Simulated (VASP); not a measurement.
The system is C.

```
C
1.0
     2.02502    0.00000    0.00000
    -1.01251    1.75372    0.00000
     0.00000    0.00000    1.90352
C
1
Direct
  0.00000 0.00000 0.00000
```

* Program: VASP 6.6.1
* Task: relaxation of cell and atoms
* Functional: PBE
* Potentials or basis: VASP PAW PBE potentials, release 64 (C)
* Cutoff: 600 eV
* k mesh: 24 × 24 × 22
* Occupations: fermi-dirac, width 0.1 eV
* Spin: no spin polarisation

At the start: pressure -38.7 GPa; volume 6.76 Å³/atom.

Where does the relaxation end?

Over 13 steps the energy falls by 480.2 meV/atom and the volume is 5.57 Å³/atom (-17.6 %); space group P6/mmm (No. 191, to 0.05 Å).

Step by step:
| step | energy change (eV) | largest force (eV/Å) | pressure (GPa) | volume (Å³) |
| --- | --- | --- | --- | --- |
| 1 | 0.0000 | 0.0000 | -38.66 | 6.76 |
| 2 | -0.4575 | 0.0000 | 21.11 | 5.25 |
| 3 | -0.4610 | 0.0000 | 11.41 | 5.34 |
| 4 | -0.4611 | 0.0000 | 14.09 | 5.31 |
| 5 | -0.4718 | 0.0000 | 11.97 | 5.50 |
| 6 | -0.4731 | 0.0000 | 12.32 | 5.42 |
| 7 | -0.4723 | 0.0000 | -11.94 | 5.78 |
| 8 | -0.4797 | 0.0000 | -0.19 | 5.59 |
| 9 | -0.4802 | 0.0000 | -0.17 | 5.57 |
| 10 | -0.4802 | 0.0000 | -0.21 | 5.57 |
| 11 | -0.4802 | 0.0000 | -0.23 | 5.57 |
| 12 | -0.4802 | 0.0000 | 0.18 | 5.56 |
| 13 | -0.4802 | 0.0000 | 0.05 | 5.57 |

Final structure:
```
CELL_PARAMETERS angstrom
2.00932 0.00000 0.00000
-1.00466 1.74012 0.00000
0.00000 0.00000 1.59218
ATOMIC_POSITIONS crystal
C 0.00000 0.00000 0.00000
```

Caveat: the volume moved by over 15 % at a fixed basis, so the end points are rough.
